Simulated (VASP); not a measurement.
# ZnO (P6_3mc) in VASP: notebook, part 2 of 2

VASP 6.6.1. Earlier steps stand in the parts before.

## (3) Single point, PBE (strain +0.000 along x and y, -0.040 along z)

The input, INCAR:

```
ALGO = Normal
EDIFF = 1E-6
ENCUT = 1340
GGA = PE
GGA_COMPAT = False
ISIF = 2
ISMEAR = 0
LASPH = True
LCHARG = False
LREAL = False
LWAVE = False
NBANDS = 26
NELM = 120
PREC = Accurate
SIGMA = 0.05
```

The input, KPOINTS:

```
k-points
0
Gamma
  12 12 6
```

The input, POSCAR:

```
ZnO
1.0
    3.2794753211      0.0000000000      0.0000000000
   -1.6397376605      2.8401089392      0.0000000000
    0.0000000000      0.0000000000      5.0814052441
Zn O
2 2
Direct
    0.3333333333      0.6666666667      0.0015026881
    0.6666666667      0.3333333333      0.5015026881
    0.3333333333      0.6666666667      0.3805973119
    0.6666666667      0.3333333333      0.8805973119
```

Potentials or basis: VASP PAW PBE potentials, release 64 (Zn, O_h).

Started as:

```sh
> cat potpaw_PBE.64/Zn/POTCAR potpaw_PBE.64/O_h/POTCAR > POTCAR
> mpirun -np 1 vasp_std > vasp.out
```

OUTCAR:

```text
EDIFF = 1E-6
   ENCUT = 1340
   GGA = PE
   ISIF = 2
   ISMEAR = 0
   LASPH = True
   LREAL = False
   NELM = 120
   PREC = Accurate

 ion  position               nearest neighbor table
   1  0.333  0.667  0.002-   3 1.93   4 1.99   4 1.99   4 1.99
   2  0.667  0.333  0.502-   4 1.93   3 1.99   3 1.99   3 1.99
   3  0.333  0.667  0.381-   1 1.93   2 1.99   2 1.99   2 1.99
   4  0.667  0.333  0.881-   2 1.93   1 1.99   1 1.99   1 1.99

  LATTYP: Found a hexagonal cell.
 ALAT       =     3.2794753211
 C/A-ratio  =     1.5494567718

  Lattice vectors:

 A1 = (   3.2794753211,   0.0000000000,   0.0000000000)
 A2 = (  -1.6397376605,   2.8401089392,   0.0000000000)
 A3 = (   0.0000000000,   0.0000000000,   5.0814052441)

Analysis of symmetry for initial positions (statically):
=====================================================================
 Subroutine PRICEL returns:
 Original cell was already a primitive cell.

 Routine SETGRP: Setting up the symmetry group for a
 hexagonal supercell.

 Subroutine GETGRP returns: Found 12 space group operations
 (whereof  6 operations were pure point group operations)
 out of a pool of 24 trial point group operations.

The static configuration has the point symmetry C_3v.
 The point group associated with its full space group is C_6v.

Analysis of symmetry for dynamics (positions and initial velocities):
=====================================================================
 Subroutine PRICEL returns:
 Original cell was already a primitive cell.

 Routine SETGRP: Setting up the symmetry group for a
 hexagonal supercell.

 Subroutine GETGRP returns: Found 12 space group operations
 (whereof  6 operations were pure point group operations)
 out of a pool of 24 trial point group operations.

The dynamic configuration has the point symmetry C_3v.
 The point group associated with its full space group is C_6v.

[... 119 lines left out ...]
   IALGO  =     38    algorithm
   IMIX   =      4    mixing-type and parameters
     AMIX     =   0.40;   BMIX     =  1.00
     AMIX_MAG =   1.60;   BMIX_MAG =  1.00
  volume/ion in A,a.u.               =      11.83        79.85
  Fermi-wavevector in a.u.,A,eV,Ry     =   1.494404  2.824013 30.385107  2.233242
  Thomas-Fermi vector in A             =   2.606681
   LORBIT       =      0    0 simple, 1 ext, 2 COOP (PROOUT), +10 PAW based schemes
   GGA     = PE    functional components
   LHFCALC =     F    Hartree Fock is set to
   AEXX    =    0.0000 exact exchange contribution
   IVDW    =     0    specifies the selected vdW correction
   LEPSILON=     F    determine dielectric tensor
   LRPA    =     F    only Hartree local field effects (RPA)
 non-spin polarized calculation
 Gauss-broadening in eV      SIGMA  =   0.05
  energy-cutoff  :     1340.00
  volume of cell :       47.33
 maximum number of plane-waves:      5294
 NGX is ok and might be reduce to    40
   NGX = 19   NGY = 19   NGZ = 31

 number of electron      36.0000002 magnetization

 Free energy of the ion-electron system (eV)
  ---------------------------------------------------
  ext. energy  EPLUGINS =         0.00000000
  ---------------------------------------------------
  free energy    TOTEN  =       -17.78752197 eV

  energy without entropy =      -17.78752197  energy(sigma->0) =      -17.78752197

 E-fermi :   1.7815     XC(G=0): -10.9424

 val. band max:        1.5432448476   @ k =   0.0000   0.0000   0.0000
 cond. band min:       2.3840521750   @ k =   0.0000   0.0000   0.0000
 fundamental gap:      0.8408073274
 Fermi energy:         1.7814757734

 k-point     1 :       0.0000    0.0000    0.0000
  band No.  band energies     occupation
      1     -16.5618      2.00000
      2     -15.7688      2.00000
      3      -4.1230      2.00000
      4      -4.1230      2.00000
      5      -4.0984      2.00000
      6      -4.0239      2.00000
[... 685 lines left out ...]
     25      14.8644      0.00000
     26      15.4237      0.00000

 [... further k-points ...]

------------------------ aborting loop because EDIFF is reached ----------------------------------------

  FORCE on cell =-STRESS in cart. coord.  units (eV):
  Direction    XX          YY          ZZ          XY          YZ          ZX
  --------------------------------------------------------------------------------------
  -------------------------------------------------------------------------------------
  Total        1.0815177      1.0815177      4.0982089      0.0000000      0.0000000      0.0000000
  in kB       36.6117960     36.6117960    138.7335428      0.0000000      0.0000000      0.0000000
  external PRESSURE =      70.6523783 kB  Pullay stress =       0.0000000 kB

 VOLUME and BASIS-vectors are now :
 -----------------------------------------------------------------------------
  energy-cutoff  :     1340.00
  volume of cell :       47.33
      direct lattice vectors                 reciprocal lattice vectors
     3.279475321  0.000000000  0.000000000     0.304926826  0.176049585  0.000000000
    -1.639737661  2.840108939  0.000000000     0.000000000  0.352099170  0.000000000
     0.000000000  0.000000000  5.081405244     0.000000000  0.000000000  0.196795955

 POSITION                                       TOTAL-FORCE (eV/Angst)
 -----------------------------------------------------------------------------------
     -0.00000      1.89341      0.00764        -0.000000     -0.000000     -0.461484
      1.63974      0.94670      2.54834         0.000000      0.000000     -0.461484
     -0.00000      1.89341      1.93397        -0.000000      0.000000      0.461484
      1.63974      0.94670      4.47467         0.000000      0.000000      0.461484
 -----------------------------------------------------------------------------------
    total drift:                               -0.000000      0.000000     -0.000754

  FREE ENERGIE OF THE ION-ELECTRON SYSTEM (eV)
  ---------------------------------------------------
  free  energy   TOTEN  =       -17.7875219728 eV

  energy  without entropy=      -17.7875219728  energy(sigma->0) =      -17.78752197
```

stdout:

```text
POSCAR found type information on POSCAR ZnO
 POSCAR found :  2 types and       4 ions
 scaLAPACK will be used
 LDA part: xc-table for (Slater+PW92), standard interpolation
 POSCAR, INCAR and KPOINTS ok, starting setup
 FFT: planning ... GRIDC
 FFT: planning ... GRID_SOFT
 FFT: planning ... GRID
 WAVECAR not read
 entering main loop
```

It took 7.8 min on 1 thread of Intel Xeon Platinum 8375C at 2.90GHz (Ice Lake), shared host; peak memory 0.51 GiB.

What came out:

```
Free energy            : -17.7875 eV
Pressure               : 7.1 GPa
Largest force          : 0.461 eV/Å
Band gap on the k mesh : 0.84 eV
```

Forces on the atoms (eV/Å):
```
Zn   0.000  0.000 -0.461
Zn   0.000  0.000 -0.461
O    0.000  0.000  0.461
O    0.000  0.000  0.461
```

Stress tensor (GPa, compression positive):
```
 3.66  0.00  0.00
 0.00  3.66  0.00
 0.00  0.00 13.87
```

Levels at points of the mesh, in eV from the valence-band top:
```csv
k point,band 16,band 17,band 18,band 19,band 20,band 21
"(0.00, 0.00, 0.00)",0.00,0.00,0.00,0.84,5.16,8.63
"(0.50, 0.00, 0.00)",-2.39,-1.23,-0.78,5.78,6.84,7.88
"(0.00, 0.00, 0.50)",-0.44,-0.44,-0.44,3.54,3.54,10.45
"(0.50, 0.00, 0.50)",-1.52,-1.23,-1.23,5.80,5.80,8.43
```

Caveat: the cell differs from its parent crystal (strain +0.000 along x and y, -0.040 along z); the stress differs along the axes, from 4 to 14 GPa.
